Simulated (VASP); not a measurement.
Set up this calculation in VASP 6.6.1, as the native input.

* Task: single point
* Functional: PBE
* Dispersion: D3(BJ)
* Potentials or basis: VASP PAW PBE potentials, release 64 (W_sv, S)
* Cutoff: 520 eV
* k mesh: 12 × 12 × 4
* Occupations: gaussian, width 0.05 eV
* Spin: no spin polarisation
* Dipole correction: no
* Further INCAR settings: ALGO = Normal; EDIFF = 1e-06; NBANDS = 35

The structure of WS2 lies in POSCAR:

```
WS2
1.0
    3.1802474602      0.0000000000      0.0000000000
   -1.5901237301      2.7541750909      0.0000000000
    0.0000000000      0.0000000000     12.2435358178
W S
2 4
Direct
    0.3333333333      0.6666666667      0.7499331087
    0.6666666667      0.3333333333      0.2500668913
    0.3333333333      0.6666666667      0.1203774713
    0.6666666667      0.3333333333      0.6202447091
    0.3333333333      0.6666666667      0.3797552909
    0.6666666667      0.3333333333      0.8796225287
```

One way to write it, as run:

INCAR

```
SYSTEM = WS2
ALGO = Normal ; EDIFF = 1E-6
ENCUT = 520 ; GGA = PE
ISIF = 2 ; ISMEAR = 0
IVDW = 12 ; LASPH = .True.
LCHARG = .True. ; LELF = .True.
LREAL = .False. ; LVHAR = .True.
LWAVE = .False. ; NBANDS = 35
NELM = 100 ; PREC = Accurate
SIGMA = 0.05
```

KPOINTS

```
k-points
0
Gamma
  12 12 4
  0 0 0
```

Potentials or basis: VASP PAW PBE potentials, release 64 (W_sv, S).

Run with:

```bash
$ cat potpaw_PBE.64/W_sv/POTCAR potpaw_PBE.64/S/POTCAR > POTCAR
$ mpirun -np 1 vasp_std > vasp.out
```

Results of the run:

```
Pressure                   : -4.0 GPa
Largest force              : 0.416 eV/Å
Band gap on the k mesh     : 0.93 eV, indirect (least direct gap 1.78 eV)
Dispersion energy per atom : -0.424 eV
```

Caveat: spin-orbit coupling is left out, which moves the levels of the heavy elements.

Run time: 2.9 min on 1 thread of Intel(R) Xeon(R) Platinum 8375C CPU @ 2.90GHz (Ice Lake), with other jobs on the host, peak memory 0.36 GiB.
